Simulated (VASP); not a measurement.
# HfO2 (P-42_1m) in VASP: further runs

HfO2 is run at these levels: PBE; tasks: single point.

All numbers are computed with VASP 6.6.1; they aren't measurements. Logs are shortened: lines on timing, memory, paths and dates and some standing lists are left out, and cuts for length are marked.

**1. The cell of the first run**

It takes space group P-42_1m (No. 113, tetragonal). Conventional cell: a = 4.922 Å, b = 4.922 Å, c = 3.265 Å, α = 90.00°, β = 90.00°, γ = 90.00°. Hf (site symmetry 2mm) has 6 O at 2.02 to 2.23 Å within 2.7 Å. Within 2.7 Å of O (site symmetry m) lie 3 Hf at 2.02 to 2.23 Å.

**2. Single point, PBE**

Input file INCAR:

```
SYSTEM = HfO2
PREC = Accurate ; ENCUT = 520
EDIFF = 1E-6 ; ISMEAR = 0
SIGMA = 0.05 ; LREAL = .FALSE.
LASPH = .TRUE. ; NELM = 80
ALGO = Normal ; ISIF = 2
LWAVE = .FALSE. ; LCHARG = .FALSE.
GGA = PE ; NBANDS = 31
```

Input file KPOINTS:

```
regular mesh
0
G
  6 6 8
  0 0 0
```

Input file POSCAR:

```
HfO2
1.0
    4.9217291452      0.0000000000      0.0000000000
    0.0000000000      4.9217291452      0.0000000000
    0.0000000000      0.0000000000      3.2647640994
Hf O
2 4
Direct
    0.0000000000      0.0000000000     -0.0626951577
    0.5000000000      0.5000000000      0.5626951577
    0.1948161092      0.8051838908      0.4798800679
    0.3051838908      0.3051838908      0.0201199321
    0.6948161092      0.6948161092      0.0201199321
    0.8051838908      0.1948161092      0.4798800679
```

Potentials or basis: VASP PAW PBE potentials, release 64 (Hf_pv, O).

On the command line:

```bash
$ cat potpaw_PBE.64/Hf_pv/POTCAR potpaw_PBE.64/O/POTCAR > POTCAR
$ mpirun -np 1 vasp_std > vasp.out
```

OUTCAR:

```text
SYSTEM = HfO2
   PREC = Accurate
   ENCUT = 520
   EDIFF = 1E-6
   ISMEAR = 0
   LREAL = .FALSE.
   LASPH = .TRUE.
   NELM = 80
   ISIF = 2
   GGA = PE

 ion  position               nearest neighbor table
   1  0.000  0.000  0.937-   3 2.02   6 2.02   5 2.14   4 2.14   3 2.23   6 2.23   2 3.69   2 3.69
                             2 3.69   2 3.69
   2  0.500  0.500  0.563-   4 2.02   5 2.02   3 2.14   6 2.14   4 2.23   5 2.23   1 3.69   1 3.69
                             1 3.69   1 3.69
   3  0.195  0.805  0.480-   1 2.02   2 2.14   1 2.23
   4  0.305  0.305  0.020-   2 2.02   1 2.14   2 2.23
   5  0.695  0.695  0.020-   2 2.02   1 2.14   2 2.23
   6  0.805  0.195  0.480-   1 2.02   2 2.14   1 2.23

  LATTYP: Found a simple tetragonal cell.
 ALAT       =     4.9217291452
 C/A-ratio  =     0.6633368077

  Lattice vectors:

 A1 = (   4.9217291452,   0.0000000000,   0.0000000000)
 A2 = (   0.0000000000,   4.9217291452,   0.0000000000)
 A3 = (   0.0000000000,   0.0000000000,   3.2647640994)

Analysis of symmetry for initial positions (statically):
=====================================================================
 Subroutine PRICEL returns:
 Original cell was already a primitive cell.

 Routine SETGRP: Setting up the symmetry group for a
 simple tetragonal supercell.

 Subroutine GETGRP returns: Found  8 space group operations
 (whereof  4 operations were pure point group operations)
 out of a pool of 16 trial point group operations.

The static configuration has the point symmetry C_2v.
 The point group associated with its full space group is D_2d.

Analysis of symmetry for dynamics (positions and initial velocities):
=====================================================================
 Subroutine PRICEL returns:
 Original cell was already a primitive cell.

 Routine SETGRP: Setting up the symmetry group for a
 simple tetragonal supercell.

 Subroutine GETGRP returns: Found  8 space group operations
 (whereof  4 operations were pure point group operations)
 out of a pool of 16 trial point group operations.

The dynamic configuration has the point symmetry C_2v.
 The point group associated with its full space group is D_2d.

 Subroutine INISYM returns: Found  8 space group operations
 (whereof  4 operations are pure point group operations),
 and found     1 'primitive' translations

----------------------------------------------------------------------------------------

                                     Primitive cell

  volume of cell :      79.0837

  direct lattice vectors                    reciprocal lattice vectors
     4.921729145  0.000000000  0.000000000     0.203180624  0.000000000  0.000000000
     0.000000000  4.921729145  0.000000000     0.000000000  0.203180624  0.000000000
     0.000000000  0.000000000  3.264764099     0.000000000  0.000000000  0.306300844

  length of vectors
     4.921729145  4.921729145  3.264764099     0.203180624  0.203180624  0.306300844

  position of ions in fractional coordinates (direct lattice)
     0.000000000  0.000000000  0.937304842
     0.500000000  0.500000000  0.562695158
     0.194816109  0.805183891  0.479880068
     0.305183891  0.305183891  0.020119932
     0.694816109  0.694816109  0.020119932
     0.805183891  0.194816109  0.479880068

  ion indices of the primitive-cell ions
   primitive index   ion index
                 1           1
                 2           2
                 3           3
                 4           4
                 5           5
                 6           6

----------------------------------------------------------------------------------------

 KPOINTS: regular mesh

Automatic generation of k-mesh.
 Grid dimensions read from file:
 generate k-points for:    6    6    8

 Generating k-lattice:

  Cartesian coordinates                     Fractional coordinates (reciprocal lattice)
     0.033863437  0.000000000  0.000000000     0.166666667  0.000000000  0.000000000
     0.000000000  0.033863437  0.000000000     0.000000000  0.166666667  0.000000000
[... 50 lines left out ...]
  ext. energy  EPLUGINS =         0.00000000
  ---------------------------------------------------
  free energy    TOTEN  =       -60.59305282 eV

  energy without entropy =      -60.59305282  energy(sigma->0) =      -60.59305282

 E-fermi :   2.1954     XC(G=0): -10.6630

 val. band max:        1.9365374901   @ k =   0.0000   0.0000   0.0000
 cond. band min:       5.9233167114   @ k =   0.0000   0.0000   0.0000
 fundamental gap:      3.9867792213
 Fermi energy:         2.1953915084

 k-point     1 :       0.0000    0.0000    0.0000
  band No.  band energies     occupation
      1     -27.6732      2.00000
      2     -27.6732      2.00000
      3     -27.4183      2.00000
      4     -27.4183      2.00000
      5     -27.3330      2.00000
      6     -27.3065      2.00000
[... 23 lines left out ...]
     30       9.4029      0.00000
     31      12.2180      0.00000

 k-point     2 :       0.1667    0.0000    0.0000
  band No.  band energies     occupation
      1     -27.6616      2.00000
      2     -27.6606      2.00000
      3     -27.4350      2.00000
      4     -27.4334      2.00000
      5     -27.3289      2.00000
      6     -27.3064      2.00000
[... 23 lines left out ...]
     30       9.6209      0.00000
     31      11.8794      0.00000

 k-point     3 :       0.3333    0.0000    0.0000
  band No.  band energies     occupation
      1     -27.6320      2.00000
      2     -27.6294      2.00000
      3     -27.4728      2.00000
      4     -27.4696      2.00000
      5     -27.3210      2.00000
      6     -27.3083      2.00000
[... 23 lines left out ...]
     30      10.2224      0.00000
     31      11.0395      0.00000

 k-point     4 :       0.5000    0.0000    0.0000
  band No.  band energies     occupation
      1     -27.6089      2.00000
      2     -27.6089      2.00000
      3     -27.4959      2.00000
      4     -27.4959      2.00000
      5     -27.3134      2.00000
      6     -27.3134      2.00000
[... 635 lines left out ...]
     30      10.4555      0.00000
     31      11.3793      0.00000

 k-point    23 :       0.3333    0.0000    0.2500
  band No.  band energies     occupation
      1     -27.6229      2.00000
      2     -27.5969      2.00000
      3     -27.5645      2.00000
      4     -27.5442      2.00000
      5     -27.4321      2.00000
      6     -27.4239      2.00000
[... 23 lines left out ...]
     30      10.4235      0.00000
     31      11.0477      0.00000

 k-point    24 :       0.5000    0.0000    0.2500
  band No.  band energies     occupation
      1     -27.6136      2.00000
      2     -27.6136      2.00000
      3     -27.5448      2.00000
      4     -27.5448      2.00000
      5     -27.4347      2.00000
      6     -27.4347      2.00000
[... 23 lines left out ...]
     30       9.6844      0.00000
     31      11.5765      0.00000

 [... further k-points ...]
[... 5 lines left out ...]
  --------------------------------------------------------------------------------------
  -------------------------------------------------------------------------------------
  Total       -2.9432420     -2.9432420     -3.1659450     -0.0000000      0.0000000      0.0000000
  in kB      -59.6278740    -59.6278740    -64.1396707     -0.0000000      0.0000000      0.0000000
  external PRESSURE =     -61.1318063 kB  Pullay stress =       0.0000000 kB

 VOLUME and BASIS-vectors are now :
 -----------------------------------------------------------------------------
  energy-cutoff  :      520.00
  volume of cell :       79.08
      direct lattice vectors                 reciprocal lattice vectors
     4.921729145  0.000000000  0.000000000     0.203180624  0.000000000  0.000000000
     0.000000000  4.921729145  0.000000000     0.000000000  0.203180624  0.000000000
     0.000000000  0.000000000  3.264764099     0.000000000  0.000000000  0.306300844

 POSITION                                       TOTAL-FORCE (eV/Angst)
 -----------------------------------------------------------------------------------
      0.00000      0.00000      3.06008         0.000000      0.000000      1.102714
      2.46086      2.46086      1.83707         0.000000      0.000000     -1.102714
      0.95883      3.96290      1.56670         0.175354     -0.175354      0.168920
      1.50203      1.50203      0.06569        -0.175354     -0.175354     -0.168920
      3.41970      3.41970      0.06569         0.175354      0.175354     -0.168920
      3.96290      0.95883      1.56670        -0.175354      0.175354      0.168920
 -----------------------------------------------------------------------------------
    total drift:                               -0.000000     -0.000000      0.000000

  FREE ENERGIE OF THE ION-ELECTRON SYSTEM (eV)
  ---------------------------------------------------
  free  energy   TOTEN  =       -60.5930528215 eV

  energy  without entropy=      -60.5930528215  energy(sigma->0) =      -60.59305282
```

Wall time 78 s (1 thread of AMD EPYC 9R45 (Zen 5), shared host); peak memory 0.21 GiB.

What came out:

| Item | Value |
| --- | --- |
| Free energy | -60.5931 eV |
| Pressure | -6.1 GPa |
| Largest force | 1.103 eV/Å |
| Band gap on the k mesh | 3.99 eV, direct |

Forces in eV/Å, atoms in the order of the input:
```
Hf   0.000  0.000  1.103
Hf   0.000  0.000 -1.103
O    0.175 -0.175  0.169
O   -0.175 -0.175 -0.169
O    0.175  0.175 -0.169
O   -0.175  0.175  0.169
```

Stress tensor (GPa, compression positive):
```
-5.96  0.00  0.00
 0.00 -5.96  0.00
 0.00  0.00 -6.41
```

Levels at points of the mesh, in eV from the valence-band top:
| k point | band 20 | band 21 | band 22 | band 23 | band 24 | band 25 |
| --- | --- | --- | --- | --- | --- | --- |
| (0.00, 0.00, 0.00) | -0.58 | -0.58 | 0.00 | 3.99 | 4.19 | 5.10 |
| (0.50, 0.00, 0.00) | -1.41 | -0.64 | -0.64 | 4.42 | 4.42 | 6.07 |
| (0.50, 0.50, 0.00) | -1.14 | -0.97 | -0.97 | 4.22 | 4.22 | 5.48 |
| (0.00, 0.00, 0.50) | -1.77 | -0.90 | -0.90 | 5.17 | 5.51 | 5.77 |
| (0.50, 0.00, 0.50) | -1.49 | -0.89 | -0.89 | 4.18 | 4.18 | 6.06 |
| (0.50, 0.50, 0.50) | -1.01 | -0.52 | -0.52 | 4.97 | 4.97 | 5.69 |

Caveat: spin-orbit coupling is left out, which moves the levels of the heavy elements; forces of over 1 eV/Å act on the atoms, so gaps and moduli don't describe the material at rest. A k mesh can miss the band edges.

**3. Single point, PBE**

Input file INCAR:

```
SYSTEM = HfO2
PREC = Accurate
ENCUT = 520
EDIFF = 1E-6
ISMEAR = 0
SIGMA = 0.05
LREAL = .FALSE.
LASPH = .TRUE.
NELM = 80
ALGO = Normal
ISIF = 2
LWAVE = .FALSE.
LCHARG = .TRUE.
GGA = PE
LELF = .TRUE.
LVHAR = .TRUE.
NBANDS = 31
```

Input file KPOINTS:

```
Automatic mesh
0
G
  6 6 8
  0 0 0
```

Input file POSCAR:

```
HfO2
1.0
    4.9217291452      0.0000000000      0.0000000000
    0.0000000000      4.9217291452      0.0000000000
    0.0000000000      0.0000000000      3.2647640994
Hf O
2 4
Direct
    0.0000000000      0.0000000000     -0.0417864770
    0.5000000000      0.5000000000      0.5417864770
    0.1948161092      0.8051838908      0.4865900157
    0.3051838908      0.3051838908      0.0134099843
    0.6948161092      0.6948161092      0.0134099843
    0.8051838908      0.1948161092      0.4865900157
```

Potentials or basis: VASP PAW PBE potentials, release 64 (Hf_pv, O).

On the command line:

```bash
$ cat potpaw_PBE.64/Hf_pv/POTCAR potpaw_PBE.64/O/POTCAR > POTCAR
$ mpirun -np 1 vasp_std > vasp.out
```

Wall time 97 s (1 thread of AMD EPYC 9R45 (Zen 5), shared host); peak memory 0.21 GiB.

The run converged. Its results:

* Free energy: -60.7255 eV
* Pressure: -7.0 GPa
* Largest force: 0.658 eV/Å
* Band gap on the k mesh: 3.85 eV, direct

Forces on the atoms (eV/Å):
```
Hf   0.000  0.000  0.658
Hf   0.000  0.000 -0.658
O    0.028 -0.028  0.134
O   -0.028 -0.028 -0.134
O    0.028  0.028 -0.134
O   -0.028  0.028  0.134
```

Stress tensor (GPa, compression positive):
```
-6.59  0.00  0.00
 0.00 -6.59  0.00
 0.00  0.00 -7.91
```

Levels at points of the mesh, in eV from the valence-band top:
| k point | band 20 | band 21 | band 22 | band 23 | band 24 | band 25 |
| --- | --- | --- | --- | --- | --- | --- |
| (0.00, 0.00, 0.00) | -0.54 | -0.54 | 0.00 | 3.85 | 4.06 | 5.01 |
| (0.50, 0.00, 0.00) | -1.42 | -0.63 | -0.63 | 4.38 | 4.38 | 5.95 |
| (0.50, 0.50, 0.00) | -1.15 | -0.92 | -0.92 | 4.09 | 4.09 | 5.40 |
| (0.00, 0.00, 0.50) | -1.82 | -0.95 | -0.95 | 5.18 | 5.43 | 5.74 |
| (0.50, 0.00, 0.50) | -1.58 | -0.88 | -0.88 | 4.08 | 4.08 | 6.01 |
| (0.50, 0.50, 0.50) | -1.01 | -0.53 | -0.53 | 4.91 | 4.91 | 5.59 |

Caveat: spin-orbit coupling is left out, which moves the levels of the heavy elements.

**4. Single point, PBE**

This run uses another cell than the first one, of 13.51 Å³/atom, 1.025 times its volume.

Input file INCAR:

```
ALGO = Normal ; EDIFF = 1E-6
ENCUT = 520 ; GGA = PE
ISIF = 2 ; ISMEAR = 0
LASPH = True ; LCHARG = True
LELF = True ; LREAL = False
LVHAR = True ; LWAVE = False
NBANDS = 31 ; NELM = 60
PREC = Accurate ; SIGMA = 0.05
```

Input file KPOINTS:

```
k-points
0
Gamma
  6 6 8
```

Input file POSCAR:

```
HfO2
1.0
    4.9627313517      0.0000000000      0.0000000000
    0.0000000000      4.9627313517      0.0000000000
    0.0000000000      0.0000000000      3.2919623722
Hf O
2 4
Direct
    0.0000000000      0.0000000000     -0.0626951577
    0.5000000000      0.5000000000      0.5626951577
    0.1948161092      0.8051838908      0.4798800679
    0.3051838908      0.3051838908      0.0201199321
    0.6948161092      0.6948161092      0.0201199321
    0.8051838908      0.1948161092      0.4798800679
```

On the command line:

```bash
$ cat potpaw_PBE.64/Hf_pv/POTCAR potpaw_PBE.64/O/POTCAR > POTCAR
$ mpirun -np 1 vasp_std > vasp.out
```

Wall time 98 s (1 thread of AMD EPYC 9R45 (Zen 5), shared host); peak memory 0.21 GiB.

Results (log left out):

| Quantity | Value |
| --- | --- |
| Free energy | -60.4908 eV |
| Pressure | -10.6 GPa |
| Largest force | 0.911 eV/Å |
| Band gap on the k mesh | 3.89 eV, direct |

Forces in eV/Å, atoms in the order of the input:
```
Hf   0.000  0.000  0.911
Hf   0.000  0.000 -0.911
O    0.090 -0.090  0.297
O   -0.090 -0.090 -0.297
O    0.090  0.090 -0.297
O   -0.090  0.090  0.297
```

Stress tensor (GPa, compression positive):
```
 -9.96   0.00   0.00
  0.00  -9.96   0.00
  0.00   0.00 -11.85
```

Levels at points of the mesh, in eV from the valence-band top:
```tsv
k point	band 20	band 21	band 22	band 23	band 24	band 25
(0.00, 0.00, 0.00)	-0.58	-0.58	0.00	3.89	4.09	4.97
(0.50, 0.00, 0.00)	-1.40	-0.62	-0.62	4.31	4.31	5.90
(0.50, 0.50, 0.00)	-1.15	-0.98	-0.98	4.12	4.12	5.34
(0.00, 0.00, 0.50)	-1.71	-0.91	-0.91	5.03	5.38	5.62
(0.50, 0.00, 0.50)	-1.48	-0.87	-0.87	4.09	4.09	5.90
(0.50, 0.50, 0.50)	-0.98	-0.53	-0.53	4.85	4.85	5.54
```

Caveat: spin-orbit coupling is left out, which moves the levels of the heavy elements. A k mesh can miss the band edges.

**5. Single point, PBE**

This run uses another cell than the first one, of 13.51 Å³/atom, 1.025 times its volume.

Input file INCAR:

```
SYSTEM = HfO2
  PREC = Accurate
  ENCUT = 520
  EDIFF = 1E-6
  ISMEAR = 0
  SIGMA = 0.05
  LREAL = .FALSE.
  LASPH = .TRUE.
  NELM = 80
  ALGO = Normal
  ISIF = 2
  LWAVE = .FALSE.
  LCHARG = .FALSE.
  GGA = PE
  NBANDS = 31
```

Input file KPOINTS:

```
Automatic mesh
0
G
  6 6 8
  0 0 0
```

Input file POSCAR:

```
HfO2
1.0
    4.9627313517      0.0000000000      0.0000000000
    0.0000000000      4.9627313517      0.0000000000
    0.0000000000      0.0000000000      3.2919623722
Hf O
2 4
Direct
    0.0000000000      0.0000000000     -0.0209086807
    0.5000000000      0.5000000000      0.5209086807
    0.1948161092      0.8051838908      0.4932900522
    0.3051838908      0.3051838908      0.0067099478
    0.6948161092      0.6948161092      0.0067099478
    0.8051838908      0.1948161092      0.4932900522
```

On the command line:

```bash
$ cat potpaw_PBE.64/Hf_pv/POTCAR potpaw_PBE.64/O/POTCAR > POTCAR
$ mpirun -np 1 vasp_std > vasp.out
```

Run time: 98 s. Hardware: 1 thread of AMD EPYC 9R45 (Zen 5), shared host; peak memory 0.21 GiB.

It converged, with:

```
Free energy            : -60.6798 eV
Pressure               : -12.0 GPa
Largest force          : 0.244 eV/Å
Band gap on the k mesh : 3.68 eV, direct
```

Forces in eV/Å, atoms in the order of the input:
```
Hf   0.000  0.000  0.244
Hf   0.000  0.000 -0.244
O   -0.118  0.118  0.117
O    0.118  0.118 -0.117
O   -0.118 -0.118 -0.117
O    0.118 -0.118  0.117
```

Stress tensor (GPa, compression positive):
```
-10.91   0.00   0.00
  0.00 -10.91   0.00
  0.00   0.00 -14.09
```

Levels at points of the mesh, in eV from the valence-band top:
| k point | band 20 | band 21 | band 22 | band 23 | band 24 | band 25 |
| --- | --- | --- | --- | --- | --- | --- |
| (0.00, 0.00, 0.00) | -0.51 | -0.51 | 0.00 | 3.68 | 3.88 | 4.83 |
| (0.50, 0.00, 0.00) | -1.42 | -0.61 | -0.61 | 4.25 | 4.25 | 5.70 |
| (0.50, 0.50, 0.00) | -1.16 | -0.90 | -0.90 | 3.91 | 3.91 | 5.21 |
| (0.00, 0.00, 0.50) | -1.80 | -0.97 | -0.97 | 5.08 | 5.21 | 5.58 |
| (0.50, 0.00, 0.50) | -1.63 | -0.85 | -0.85 | 3.93 | 3.93 | 5.82 |
| (0.50, 0.50, 0.50) | -0.98 | -0.54 | -0.54 | 4.76 | 4.76 | 5.39 |

Caveat: spin-orbit coupling is left out, which moves the levels of the heavy elements. A k mesh can miss the band edges.

**6. Single point, PBE**

This run uses another cell than the first one, of 13.51 Å³/atom, 1.025 times its volume.

Input file INCAR:

```
PREC = Accurate
ENCUT = 520
EDIFF = 1E-6
ISMEAR = 0
SIGMA = 0.05
LREAL = False
LASPH = True
NELM = 80
ALGO = Normal
ISIF = 2
LWAVE = False
LCHARG = False
GGA = PE
NBANDS = 31
```

Input file KPOINTS:

```
Automatic mesh
0
Gamma
  6 6 8
```

Input file POSCAR:

```
HfO2
1.0
    4.9627313517      0.0000000000      0.0000000000
    0.0000000000      4.9627313517      0.0000000000
    0.0000000000      0.0000000000      3.2919623722
Hf O
2 4
Direct
    0.0000000000      0.0000000000     -0.0417864770
    0.5000000000      0.5000000000      0.5417864770
    0.1948161092      0.8051838908      0.4865900157
    0.3051838908      0.3051838908      0.0134099843
    0.6948161092      0.6948161092      0.0134099843
    0.8051838908      0.1948161092      0.4865900157
```

Potentials or basis: VASP PAW PBE potentials, release 64 (Hf_pv, O).

On the command line:

```bash
$ cat potpaw_PBE.64/Hf_pv/POTCAR potpaw_PBE.64/O/POTCAR > POTCAR
$ mpirun -np 1 vasp_std > vasp.out
```

It took 96 s on 1 thread of AMD EPYC 9R45 (Zen 5), shared host; peak memory 0.21 GiB.

It converged, with:

* Free energy: -60.6122 eV
* Pressure: -11.5 GPa
* Largest force: 0.534 eV/Å
* Band gap on the k mesh: 3.76 eV, direct

Forces in eV/Å, atoms in the order of the input:
```
Hf   0.000  0.000  0.534
Hf   0.000  0.000 -0.534
O   -0.039  0.039  0.220
O    0.039  0.039 -0.220
O   -0.039 -0.039 -0.220
O    0.039 -0.039  0.220
```

Stress tensor (GPa, compression positive):
```
-10.59   0.00   0.00
  0.00 -10.59   0.00
  0.00   0.00 -13.23
```

Levels at points of the mesh, in eV from the valence-band top:
```tsv
k point	band 20	band 21	band 22	band 23	band 24	band 25
(0.00, 0.00, 0.00)	-0.54	-0.54	0.00	3.76	3.96	4.88
(0.50, 0.00, 0.00)	-1.41	-0.61	-0.61	4.27	4.27	5.78
(0.50, 0.50, 0.00)	-1.15	-0.93	-0.93	3.98	3.98	5.26
(0.00, 0.00, 0.50)	-1.75	-0.95	-0.95	5.04	5.29	5.59
(0.50, 0.00, 0.50)	-1.56	-0.86	-0.86	3.99	3.99	5.85
(0.50, 0.50, 0.50)	-0.98	-0.54	-0.54	4.79	4.79	5.45
```

Caveat: spin-orbit coupling is left out, which moves the levels of the heavy elements.
